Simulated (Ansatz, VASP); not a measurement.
# One calculation of Pt, two programs

File INCAR:

```
PREC = Accurate
ENCUT = 520
EDIFF = 1E-7
ISMEAR = -1
SIGMA = 0.1
LREAL = False
LASPH = True
NELM = 100
ALGO = Normal
ISIF = 2
LWAVE = False
LCHARG = False
NBANDS = 28
```

Contents of KPOINTS:

```
regular mesh
0
Gamma
  17 17 5
```

POSCAR

```
Pt
1.0
    2.8086844517      0.0000000000      0.0000000000
   -1.4043422258      2.4323920864      0.0000000000
    0.0000000000      0.0000000000      9.3689175616
Pt
4
Direct
    0.0000000000      0.0000000000      0.0000000000
    0.0000000000      0.0000000000      0.5000000000
    0.3333333333      0.6666666667      0.2500000000
    0.6666666667      0.3333333333      0.7500000000
```

Input for Ansatz:

```yaml
crystal:
  lattice:
    - [2.8086844517, 0.0, 0.0]
    - [-1.4043422258, 2.4323920864, 0.0]
    - [0.0, 0.0, 9.3689175616]
  atoms:
    - { symbol: Pt, position: [0.0, 0.0, 0.0] }
    - { symbol: Pt, position: [0.0, 0.0, 0.5] }
    - { symbol: Pt, position: [0.3333333333, 0.6666666667, 0.25] }
    - { symbol: Pt, position: [0.6666666667, 0.3333333333, 0.75] }
hamiltonian:
  xc: lda
  pseudopotentials:
    kind: paw
    azcp:
      Pt: "pseudopotentials/Pt.paw.azcp"
basis:
  ecutwfc: 420
  fft_grid_basis: typed
kpoints:
  mp_grid: { grid: [17, 17, 5], shift: [0, 0, 0] }
magnetization:
  spin_polarized: false
scf:
  occupations: { method: fermi_dirac, width: 0.1 }
output:
  stress: true
```

Alike in both runs: task single point; functional LDA; k mesh 17 × 17 × 5; occupations fermi-dirac, width 0.1 eV; no spin polarisation.

|  | VASP | Ansatz |
| --- | --- | --- |
| version | VASP 6.6.1 | Ansatz 0.2.0 |
| potentials or method | VASP PAW LDA potentials, release 64 (Pt), cutoff 520 eV | plane waves (420 eV) with PAW, scalar-relativistic |
| valence electrons in the cell | 40 | 72 |

```csv
,VASP,Ansatz,Ansatz less VASP
pressure (GPa),-18.4,-19.0,-0.54
"traceless stress, the component that is largest in VASP (GPa)",0.49,0.61,+0.121
```

Ansatz warns that its potentials were made for another functional, while VASP's fit it. LDA's correlation is that of Perdew and Zunger in VASP and of Perdew and Wang (1992) in Ansatz. VASP's potentials hold 40 valence electrons a cell and Ansatz's 72, so a difference there can come from the potentials and not from the codes.

Neither program's run includes spin-orbit coupling.
